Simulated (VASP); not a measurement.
Set up this calculation in VASP 6.6.1, as the native input.

| Quantity | Value |
| --- | --- |
| Task | single point |
| Functional | PBEsol |
| Potentials or basis | VASP PAW PBE potentials, release 64 (Hf_pv) |
| Cutoff | 520 eV |
| k mesh | 20 × 20 × 20 |
| Occupations | gaussian, width 0.15 eV |
| Spin | no spin polarisation |
| Dipole correction | no |
| Further INCAR settings | ALGO = Fast; EDIFF = 1e-07; NBANDS = 11 |

The structure of Hf lies in POSCAR:

```
Hf
1.0
   -1.6985700321      1.6985700321      2.0382840386
    1.6985700321     -1.6985700321      2.0382840386
    1.6985700321      1.6985700321     -2.0382840386
Hf
1
Direct
    0.0000000000      0.0000000000      0.0000000000
```

This cell differs from its parent crystal: ratio of the length along z to the lengths across it x 1.2, volume and fractional coordinates fixed.

One way to write it, as run:

INCAR

```
SYSTEM = Hf
PREC     = Accurate       ! precision mode
ENCUT    = 520            ! plane-wave cutoff, eV
EDIFF    = 1E-7           ! SCF threshold, eV
ISMEAR   = 0              ! smearing method
SIGMA    = 0.15           ! smearing width, eV
LREAL    = .FALSE.        ! projectors in reciprocal space
LASPH    = .TRUE.         ! aspherical terms in the spheres
NELM     = 60             ! most SCF steps
ALGO     = Fast           ! electronic algorithm
ISIF     = 2              ! what is computed and relaxed
LWAVE    = .FALSE.        ! write WAVECAR
LCHARG   = .FALSE.        ! write CHGCAR
GGA      = PS             ! functional
NBANDS   = 11             ! bands
```

KPOINTS

```
regular mesh
0
G
  20 20 20
  0 0 0
```

Potentials or basis: VASP PAW PBE potentials, release 64 (Hf_pv).

Launch:

```bash
$ cat potpaw_PBE.64/Hf_pv/POTCAR > POTCAR
$ mpirun -np 1 vasp_std > vasp.out
```

Results of the run:

* Pressure: -8.6 GPa
* Band gap on the k mesh: zero (bands 5 and 6 overlap by 1.90 eV)

Caveat: the cell stands under tension; the PAW data sets were made with another functional, which shifts forces and pressure a little; spin-orbit coupling is left out, which moves the levels of the heavy elements.

Wall time 93 s on 1 thread of AMD EPYC 9R45 96-Core Processor (Zen 5), with other jobs on the host, peak memory 0.24 GiB.
